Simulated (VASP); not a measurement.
Wanted: the native input for a VASP 6.6.1 run.

| Property | Result |
| --- | --- |
| Task | single point |
| Functional | PBE |
| Potentials or basis | VASP PAW PBE potentials, release 64 (Sn_d, Bi_d, O) |
| Cutoff | 520 eV |
| k mesh | 4 × 6 × 6 |
| Occupations | gaussian, width 0.02 eV |
| Spin | no spin polarisation |
| Dipole correction | no |
| Further INCAR settings | ALGO = Normal; EDIFF = 1e-06; NBANDS = 47 |

The structure of SnBi2O5 lies in POSCAR:

```
SnBi2O5
1.0
    9.0917477913      0.0000000000      0.0000000000
    0.0000000000      2.9281154000      4.4457614860
    0.0000000000     -2.9281154000      4.4457614860
Sn Bi O
1 2 5
Direct
    0.0000000000      0.3473460223      0.3473460223
    0.2125516164      0.6897905257      0.6897905257
    0.7874483836      0.6897905257      0.6897905257
    0.1636684393      0.5685724411      0.0981635860
    0.8363315607      0.0981635860      0.5685724411
    0.1636684393      0.0981635860      0.5685724411
    0.8363315607      0.5685724411      0.0981635860
    0.0000000000      0.5796951320      0.5796951320
```

The cell was generated, and may not be a known phase.

These files were run (other wordings do the same):

INCAR

```
PREC     = Accurate       # precision mode
ENCUT    = 520            # plane-wave cutoff, eV
EDIFF    = 1E-6           # SCF threshold, eV
ISMEAR   = 0              # smearing method
SIGMA    = 0.02           # smearing width, eV
LREAL    = False          # projectors in reciprocal space
LASPH    = True           # aspherical terms in the spheres
NELM     = 60             # most SCF steps
ALGO     = Normal         # electronic algorithm
ISIF     = 2              # what is computed and relaxed
LWAVE    = False          # write WAVECAR
LCHARG   = True           # write CHGCAR
GGA      = PE             # functional
LELF     = True           # ELF
LVHAR    = True         
NBANDS   = 47             # bands
```

KPOINTS

```
regular mesh
0
Gamma
  4 6 6
```

Potentials or basis: VASP PAW PBE potentials, release 64 (Sn_d, Bi_d, O).

Command:

```sh
$ cat potpaw_PBE.64/Sn_d/POTCAR potpaw_PBE.64/Bi_d/POTCAR potpaw_PBE.64/O/POTCAR > POTCAR
$ mpirun -np 1 vasp_std > vasp.out
```

Results of the run:

```json
{"Pressure": "0.2 GPa", "Largest force": "0.091 eV/Å", "Band gap on the k mesh": "2.08 eV"}
```

Caveat: spin-orbit coupling is left out, which moves the levels of the heavy elements.

Run time: 5.3 min on 1 thread of Intel(R) Xeon(R) 6975P-C (Granite Rapids), on a shared host, peak memory 0.56 GiB.
